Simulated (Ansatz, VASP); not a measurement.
**YS in VASP and in Ansatz**

File INCAR:

```
SYSTEM = YS
PREC = Accurate ; ENCUT = 520
EDIFF = 1E-8 ; ISMEAR = -1
SIGMA = 0.01 ; LREAL = .False.
LASPH = .True. ; NELM = 60
ALGO = Normal ; ISIF = 2
LWAVE = .False. ; LCHARG = .False.
GGA = CA ; LEFG = .True.
NBANDS = 16
```

The input KPOINTS:

```
regular mesh
0
Gamma
  8 8 8
  0 0 0
```

POSCAR

```
YS
1.0
    0.0000000000      2.7436500000      2.7710865000
    2.7436500000      0.0000000000      2.7710865000
    2.7436500000      2.7436500000      0.0000000000
Y S
1 1
Direct
    0.5000000000      0.5000000000      0.5000000000
    0.0000000000      0.0000000000      0.0000000000
```

Input for Ansatz:

```yaml
crystal:
  lattice:
    - [0.0, 2.74365, 2.7710865]
    - [2.74365, 0.0, 2.7710865]
    - [2.74365, 2.74365, 0.0]
  atoms:
    - { symbol: "Y", position: [0.5, 0.5, 0.5] }
    - { symbol: S, position: [0.0, 0.0, 0.0] }
kpoints:
  mp_grid: { grid: [8, 8, 8] }
scf:
  occupations: { method: fermi_dirac, width: 0.01 }
hamiltonian:
  xc: lda
  pseudopotentials: { kind: all_electron, datasets: crystal }
output:
  forces: true
  stress: true
  eigenvalues: true
  efg: { contact_densities: true }
```

Change from the starting cell: zz strain of +1 %, crystal datasets.

Alike in both runs: task electric field gradients; functional LDA; k mesh 8 × 8 × 8; occupations fermi-dirac, width 0.01 eV; no spin polarisation.

|  | VASP | Ansatz |
| --- | --- | --- |
| version | VASP 6.6.1 | Ansatz 0.2.0 |
| potentials or method | VASP PAW LDA potentials, release 64 (Y_sv, S), cutoff 520 eV | all-electron PAW with datasets made for the crystal, scalar-relativistic |

VASP gave:

```
pressure (GPa)                                                : -4.6
traceless stress, the component that is largest in VASP (GPa) : -1.33
size of Vzz on the site where it differs most (V/Å²)          : 10.5
```

**Question.** Which values does Ansatz return?

**Answer.** Pressure (GPa): -4.7; traceless stress, the component that is largest in VASP (GPa): -1.33; size of Vzz on the site where it differs most (V/Å²): 11.3.

LDA's correlation is that of Perdew and Zunger in VASP and of Perdew and Wang (1992) in Ansatz. Ansatz ran all-electron here, and VASP with PAW potentials.
